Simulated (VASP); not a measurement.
# Cu3Au (Pm-3m) in VASP: further runs

Cu3Au is run at these levels: PBE; tasks: single point, relaxation of cell and atoms.

Program: VASP 6.6.1. These are calculated values, not measurements. Logs are shortened: lines on timing, memory, paths and dates and some standing lists are left out, and cuts for length are marked.

## (1) The cell of the first run

It takes space group Pm-3m (No. 221, cubic). The conventional cell has a = 3.780 Å, b = 3.780 Å, c = 3.780 Å, α = 90.00°, β = 90.00°, γ = 90.00°. Within 3.5 Å of Cu (site symmetry 4/mmm) lie 8 Cu at 2.67 Å and 4 Au at 2.67 Å. Within 3.5 Å of Au (site symmetry m-3m) lie 12 Cu at 2.67 Å.

## (2) Single point, PBE

Contents of INCAR:

```
SYSTEM = Cu3Au
  ALGO = Normal
  EDIFF = 1E-6
  ENCUT = 520
  GGA = PE
  ISIF = 2
  ISMEAR = 0
  LASPH = .TRUE.
  LCHARG = .FALSE.
  LREAL = .FALSE.
  LWAVE = .FALSE.
  NBANDS = 30
  NELM = 60
  PREC = Accurate
  SIGMA = 0.1
```

Contents of KPOINTS:

```
k-points
0
G
  10 10 10
  0 0 0
```

Contents of POSCAR:

```
Cu3Au
1.0
    3.7797894527      0.0000000000      0.0000000000
    0.0000000000      3.7797894527      0.0000000000
    0.0000000000      0.0000000000      3.7797894527
Cu Au
3 1
Direct
    0.0000000000      0.5000000000      0.5000000000
    0.5000000000      0.0000000000      0.5000000000
    0.5000000000      0.5000000000      0.0000000000
    0.0000000000      0.0000000000      0.0000000000
```

Potentials or basis: VASP PAW PBE potentials, release 64 (Cu, Au).

Run with:

```sh
$ cat potpaw_PBE.64/Cu/POTCAR potpaw_PBE.64/Au/POTCAR > POTCAR
$ mpirun -np 1 vasp_std > vasp.out
```

OUTCAR:

```text
SYSTEM = Cu3Au
   EDIFF = 1E-6
   ENCUT = 520
   GGA = PE
   ISIF = 2
   ISMEAR = 0
   LASPH = .TRUE.
   LREAL = .FALSE.
   NELM = 60
   PREC = Accurate

 ion  position               nearest neighbor table
   1  0.000  0.500  0.500-   2 2.67   3 2.67   4 2.67   3 2.67   4 2.67   2 2.67   4 2.67   4 2.67
                             2 2.67   3 2.67   3 2.67   2 2.67
   2  0.500  0.000  0.500-   1 2.67   3 2.67   4 2.67   3 2.67   4 2.67   1 2.67   3 2.67   3 2.67
                             1 2.67   4 2.67   4 2.67   1 2.67
   3  0.500  0.500  0.000-   1 2.67   2 2.67   4 2.67   1 2.67   2 2.67   2 2.67   4 2.67   2 2.67
                             1 2.67   4 2.67   1 2.67   4 2.67
   4  0.000  0.000  0.000-   1 2.67   2 2.67   3 2.67   1 2.67   2 2.67   1 2.67   3 2.67   1 2.67
                             2 2.67   3 2.67   2 2.67   3 2.67

  LATTYP: Found a simple cubic cell.
 ALAT       =     3.7797894527

  Lattice vectors:

 A1 = (   3.7797894527,   0.0000000000,   0.0000000000)
 A2 = (   0.0000000000,   3.7797894527,   0.0000000000)
 A3 = (   0.0000000000,   0.0000000000,   3.7797894527)

Analysis of symmetry for initial positions (statically):
=====================================================================
 Subroutine PRICEL returns:
 Original cell was already a primitive cell.

 Routine SETGRP: Setting up the symmetry group for a
 simple cubic supercell.

 Subroutine GETGRP returns: Found 48 space group operations
 (whereof 48 operations were pure point group operations)
 out of a pool of 48 trial point group operations.

The static configuration has the point symmetry O_h .

Analysis of symmetry for dynamics (positions and initial velocities):
=====================================================================
 Subroutine PRICEL returns:
 Original cell was already a primitive cell.

 Routine SETGRP: Setting up the symmetry group for a
 simple cubic supercell.

 Subroutine GETGRP returns: Found 48 space group operations
 (whereof 48 operations were pure point group operations)
 out of a pool of 48 trial point group operations.

The dynamic configuration has the point symmetry O_h .

 Subroutine INISYM returns: Found 48 space group operations
 (whereof 48 operations are pure point group operations),
 and found     1 'primitive' translations

----------------------------------------------------------------------------------------
[... 90 lines left out ...]
   ICHARG =      2    charge: 1-file 2-atom 10-const
   ISPIN  =      1    spin polarized calculation?
   LNONCOLLINEAR =      F non collinear calculations
   LSORBIT =      F    spin-orbit coupling
   LASPH  =      T    aspherical Exc in radial PAW
   ENCUT  =  520.0 eV  38.22 Ry    6.18 a.u.   7.03  7.03  7.03*2*pi/ulx,y,z
   NELM   =     60;   NELMIN=  2; NELMDL= -5     # of ELM steps
   EDIFF  = 0.1E-05   stopping-criterion for ELM
   LREAL  =      F    real-space projection
   EDIFFG = 0.1E-04   stopping-criterion for IOM
   NSW    =      0    number of steps for IOM
   IBRION =     -1    ionic relax: 0-MD 1-quasi-New 2-CG
   NFREE  =      0    steps in history (QN), initial steepest desc. (CG)
   ISIF   =      2    stress and relaxation
   ISYM   =      2    0-nonsym 1-usesym 2-fastsym
   POTIM  = 0.5000    time-step for ionic-motion
   TEBEG  =    0.0;   TEEND  =   0.0 temperature during run
   PSTRESS=    0.0 pullay stress
   NELECT =      44.0000    total number of electrons
   NUPDOWN=      -1.0000    fix difference up-down
   EMIN   =  10.00;   EMAX   =-10.00  energy-range for DOS
   EFERMI =   0.00;   METHOD = LEGACY
   ISMEAR =     0;   SIGMA  =   0.10  broadening in eV -4-tet -1-fermi 0-gaus
   EFERMI_NEDOS =   21; number of points for ismear=-14 and -15
   IALGO  =     38    algorithm
   IMIX   =      4    mixing-type and parameters
     AMIX     =   0.40;   BMIX     =  1.00
     AMIX_MAG =   1.60;   BMIX_MAG =  1.00
  volume/ion in A,a.u.               =      13.50        91.10
  Fermi-wavevector in a.u.,A,eV,Ry     =   1.529061  2.889506 31.810791  2.338027
  Thomas-Fermi vector in A             =   2.636734
   LORBIT       =      0    0 simple, 1 ext, 2 COOP (PROOUT), +10 PAW based schemes
   GGA     = PE    functional components
   LHFCALC =     F    Hartree Fock is set to
   AEXX    =    0.0000 exact exchange contribution
   IVDW    =     0    specifies the selected vdW correction
   LEPSILON=     F    determine dielectric tensor
   LRPA    =     F    only Hartree local field effects (RPA)
 non-spin polarized calculation
 Gauss-broadening in eV      SIGMA  =   0.10
  energy-cutoff  :      520.00
  volume of cell :       54.00
 maximum number of plane-waves:      1472
   NGX = 15   NGY = 15   NGZ = 15

 number of electron      43.9999969 magnetization

 Free energy of the ion-electron system (eV)
  ---------------------------------------------------
  ext. energy  EPLUGINS =         0.00000000
  ---------------------------------------------------
  free energy    TOTEN  =       -14.58637157 eV

  energy without entropy =      -14.57704419  energy(sigma->0) =      -14.58170788

 E-fermi :   7.9099     XC(G=0): -12.5520

 val. band max:        7.9058975410   @ k =   0.4000   0.4000   0.4000
 cond. band min:       7.9202537446   @ k =   0.5000   0.4000   0.4000
 fundamental gap:      0.0143562036
 Fermi energy:         7.9098981560

 k-point     1 :       0.0000    0.0000    0.0000
  band No.  band energies     occupation
      1      -1.4968      2.00000
      2       1.7178      2.00000
      3       1.7178      2.00000
      4       2.5108      2.00000
      5       2.5108      2.00000
      6       2.5108      2.00000
[... 781 lines left out ...]
     29      19.0673      0.00000
     30      19.0739      0.00000

 [... further k-points ...]
[... 5 lines left out ...]
  --------------------------------------------------------------------------------------
  -------------------------------------------------------------------------------------
  Total        0.1061811      0.1061811      0.1061811     -0.0000000     -0.0000000      0.0000000
  in kB        3.1503228      3.1503228      3.1503228     -0.0000000     -0.0000000      0.0000000
  external PRESSURE =       3.1503228 kB  Pullay stress =       0.0000000 kB

 VOLUME and BASIS-vectors are now :
 -----------------------------------------------------------------------------
  energy-cutoff  :      520.00
  volume of cell :       54.00
      direct lattice vectors                 reciprocal lattice vectors
     3.779789453  0.000000000  0.000000000     0.264565001  0.000000000  0.000000000
     0.000000000  3.779789453  0.000000000     0.000000000  0.264565001  0.000000000
     0.000000000  0.000000000  3.779789453     0.000000000  0.000000000  0.264565001

 POSITION                                       TOTAL-FORCE (eV/Angst)
 -----------------------------------------------------------------------------------
      0.00000      1.88989      1.88989         0.000000      0.000000      0.000000
      1.88989      0.00000      1.88989         0.000000      0.000000      0.000000
      1.88989      1.88989      0.00000         0.000000      0.000000      0.000000
      0.00000      0.00000      0.00000         0.000000      0.000000      0.000000
 -----------------------------------------------------------------------------------
    total drift:                                0.000000      0.000000      0.000000

  FREE ENERGIE OF THE ION-ELECTRON SYSTEM (eV)
  ---------------------------------------------------
  free  energy   TOTEN  =       -14.5863715664 eV

  energy  without entropy=      -14.5770441887  energy(sigma->0) =      -14.58170788
```

Run time: 1.7 min. Hardware: 1 thread of Intel Xeon Platinum 8488C (Sapphire Rapids), shared host; peak memory 0.21 GiB.

Results:

```yaml
Free_energy: -14.5864 eV
Pressure: 0.3 GPa
Band_gap_on_the_k_mesh: zero (band 22 reaches 9.23 eV, above the bottom of band 23 at 6.97 eV)
```

Caveat: spin-orbit coupling is left out, which moves the levels of the heavy elements.

## (3) Relaxation of cell and atoms, PBE

This run uses another cell than the first one, of 13.08 Å³/atom, 0.969 times its volume.

Contents of INCAR:

```
PREC     = Accurate       # precision mode
ENCUT    = 600            # plane-wave cutoff, eV
EDIFF    = 1E-6           # SCF threshold, eV
ISMEAR   = 0              # smearing method
SIGMA    = 0.1            # smearing width, eV
LREAL    = F              # projectors in reciprocal space
LASPH    = T              # aspherical terms in the spheres
NELM     = 80             # most SCF steps
ALGO     = Fast           # electronic algorithm
ISIF     = 3              # what is computed and relaxed
LWAVE    = F              # write WAVECAR
LCHARG   = F              # write CHGCAR
GGA      = PE             # functional
IBRION   = 2              # ionic algorithm
NSW      = 90             # ionic steps
EDIFFG   = -0.02          # ionic threshold
```

Contents of KPOINTS:

```
regular mesh
0
Gamma
  10 10 10
```

Contents of POSCAR:

```
Cu3Au
1.0
    3.7400000000      0.0000000000      0.0000000000
    0.0000000000      3.7400000000      0.0000000000
    0.0000000000      0.0000000000      3.7400000000
Cu Au
3 1
Direct
    0.0000000000      0.5000000000      0.5000000000
    0.5000000000      0.0000000000      0.5000000000
    0.5000000000      0.5000000000      0.0000000000
    0.0000000000      0.0000000000      0.0000000000
```

Potentials or basis: VASP PAW PBE potentials, release 64 (Cu, Au).

Run with:

```sh
$ cat potpaw_PBE.64/Cu/POTCAR potpaw_PBE.64/Au/POTCAR > POTCAR
$ mpirun -np 1 vasp_std > vasp.out
```

It took 7.7 min on 1 thread of Intel Xeon Platinum 8488C (Sapphire Rapids), shared host; peak memory 0.23 GiB.

The run converged. Its results:

| Item | Value |
| --- | --- |
| Free energy | -14.5863 eV |
| Relaxed volume | 13.54 Å³/atom |
| Relaxed cell | a = 3.784 Å, b = 3.784 Å, c = 3.784 Å, α = 90.00°, β = 90.00°, γ = 90.00° |
| Space group after relaxing (to 0.05 Å) | Pm-3m (No. 221) |
| Energy gained by relaxing | 7.1 meV/atom |
| Ionic steps | 3 |
| Pressure after relaxing | -0.1 GPa |
| Band gap on the k mesh | zero (band 22 reaches 9.19 eV, above the bottom of band 23 at 6.94 eV) |

Step by step:
```csv
step,energy change (eV),largest force (eV/Å),pressure (GPa),volume (Å³)
1,0.0000,0.0000,4.85,52.31
2,-0.0166,0.0000,-2.92,55.37
3,-0.0282,0.0000,-0.13,54.17
```

Final structure:
```
Cu Au
1.0
     3.78374    0.00000    0.00000
     0.00000    3.78374    0.00000
     0.00000    0.00000    3.78374
Cu Au
3 1
Direct
  0.00000 0.50000 0.50000
  0.50000 0.00000 0.50000
  0.50000 0.50000 0.00000
  0.00000 0.00000 0.00000
```

Levels at points of the mesh, in eV from the Fermi level:
| k point | band 19 | band 20 | band 21 | band 22 | band 23 | band 24 | band 25 | band 26 |
| --- | --- | --- | --- | --- | --- | --- | --- | --- |
| (0.00, 0.00, 0.00) | -1.37 | -1.37 | -1.37 | 1.33 | 1.33 | 1.33 | 5.81 | 7.32 |
| (0.50, 0.00, 0.00) | -1.94 | -1.87 | -1.49 | -1.37 | 5.72 | 5.72 | 6.47 | 6.47 |
| (0.50, 0.50, 0.00) | -2.15 | -2.08 | -0.50 | -0.50 | -0.43 | 0.31 | 8.46 | 9.34 |
| (0.50, 0.50, 0.50) | -1.57 | -1.57 | -0.95 | -0.93 | -0.93 | -0.93 | 2.35 | 4.00 |

Caveat: spin-orbit coupling is left out, which moves the levels of the heavy elements. PBE usually gives volumes a little too large and moduli too small.
